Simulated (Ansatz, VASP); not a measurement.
Two plane-wave programs on AlN

```
Al N
1.0
     3.11300    0.00000    0.00000
    -1.55650    2.69594    0.00000
     0.00000    0.00000    4.98100
Al N
2 2
Direct
  0.33333 0.66667 0.00000
  0.66667 0.33333 0.50000
  0.33333 0.66667 0.38000
  0.66667 0.33333 0.88000
```

Alike in both runs: task relaxation of cell and atoms; functional r2SCAN; dispersion rVV10; k mesh 12 × 12 × 4; no spin polarisation.

```csv
,VASP,Ansatz
version,VASP 6.6.1,Ansatz 0.2.0
potentials or method,"VASP PAW PBE potentials, release 64 (Al, N)","plane waves, PAW"
plane-wave cutoff (eV),600,500
occupations,"methfessel-paxton of order 1, width 0.1 eV",methfessel-paxton of order 1
valence electrons in the cell,16,16
```

|  | VASP | Ansatz | Ansatz less VASP |
| --- | --- | --- | --- |
| relaxed volume (Å³/atom) | 10.36 | 10.37 | +0.009 |
| relaxed cell length with the largest relative difference (Å) | 3.101 | 3.103 | +0.0025 |

VASP's potentials were made for PBE, not for r2SCAN.
